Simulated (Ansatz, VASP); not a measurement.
# Two plane-wave programs on As

```
As
1.0
     3.71449    0.00000    0.00000
    -1.85724    3.21684    0.00000
     0.00000    0.00000   28.57424
As
2
Direct
  0.33333 0.66667 0.47620
  0.66667 0.33333 0.52380
```

Change from the starting cell: biaxial strain +0.040, atoms relaxed.

Alike in both runs: functional PBE; dispersion D3(BJ); k mesh 9 × 9 × 1; occupations gaussian, width 0.02 eV; no spin polarisation.

Ansatz relaxed the structure, and its values are those at the end. VASP's run is a single point on that final structure, the one shown.

|  | VASP | Ansatz |
| --- | --- | --- |
| version | VASP 6.6.1 | Ansatz 0.2.0 |
| potentials or method | VASP PAW PBE potentials, release 64 (As_d), cutoff 400 eV | scalar-relativistic, plane waves, PAW |
| valence electrons in the cell | 30 | 30 |

```csv
,VASP,Ansatz,Ansatz less VASP
gap on the k mesh at the Fermi level (eV),1.56,1.58,+0.023
least direct gap on the mesh (eV),1.65,1.67,+0.022
rms of the force components (eV/Å),0.015,0.000,-0.0150
```

Ansatz's warnings: stress scf threshold loose.
